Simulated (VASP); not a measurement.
Write the native input for VASP 6.6.1 that does the following.

| Property | Result |
| --- | --- |
| Task | single point |
| Functional | r2SCAN |
| Potentials or basis | VASP PAW PBE potentials, release 64 (In_d, Se) |
| Cutoff | 520 eV |
| k mesh | 8 × 8 × 6 |
| Occupations | gaussian, width 0.02 eV |
| Spin | no spin polarisation |
| Dipole correction | no |
| Further INCAR settings | ALGO = Normal; EDIFF = 1e-06; NBANDS = 27 |

InSe:

```
CELL_PARAMETERS angstrom
5.86342 -2.05140 -0.02904
5.86342 2.05140 -0.02904
-1.62107 0.00000 4.45426
ATOMIC_POSITIONS crystal
In 0.88711 0.88711 0.03733
In 0.11289 0.11289 0.96267
Se 0.65796 0.65796 0.65137
Se 0.34204 0.34204 0.34863
```

The input as run:

POSCAR

```
InSe
1.0
    5.8634185954     -2.0514025591     -0.0290385982
    5.8634185954      2.0514025591     -0.0290385982
   -1.6210686022      0.0000000000      4.4542648906
In Se
2 2
Direct
    0.8871061022      0.8871061022      0.0373341644
    0.1128938978      0.1128938978      0.9626658356
    0.6579631787      0.6579631787      0.6513702087
    0.3420368213      0.3420368213      0.3486297913
```

INCAR.step1

```
SYSTEM = InSe
ALGO = Normal
EDIFF = 1E-4
ENCUT = 520
GGA = PE
ISMEAR = 0
LASPH = .True.
LCHARG = .False.
LREAL = .False.
LWAVE = .True.
NBANDS = 27
NELM = 80
PREC = Accurate
SIGMA = 0.02
```

INCAR.step2

```
SYSTEM = InSe
ALGO = Normal
EDIFF = 1E-6
ENCUT = 520
ISIF = 2
ISMEAR = 0
ISTART = 1
LASPH = .True.
LCHARG = .False.
LMIXTAU = .True.
LREAL = .False.
LWAVE = .False.
METAGGA = R2SCAN
NBANDS = 27
NELM = 80
PREC = Accurate
SIGMA = 0.02
```

KPOINTS

```
k-points
0
Gamma
  8 8 6
  0 0 0
```

Potentials or basis: VASP PAW PBE potentials, release 64 (In_d, Se).

The run is started by

```bash
$ cat potpaw_PBE.64/In_d/POTCAR potpaw_PBE.64/Se/POTCAR > POTCAR
$ cp INCAR.step1 INCAR
$ mpirun -np 1 vasp_std > vasp.out
$ cp INCAR.step2 INCAR
$ mpirun -np 1 vasp_std > vasp.out
```

Results of the run:

```yaml
Pressure: 1.0 GPa
Largest_force: 0.015 eV/Å
Band_gap_on_the_k_mesh: 1.37 eV (least direct gap 1.62 eV)
```

Caveat: the PAW data sets were made with another functional, which shifts forces and pressure a little; spin-orbit coupling is left out, which moves the levels of the heavy elements.

It took 15 min on 1 thread of Oxide Virtual Turin-like Processor (shared host), peak memory 0.46 GiB.
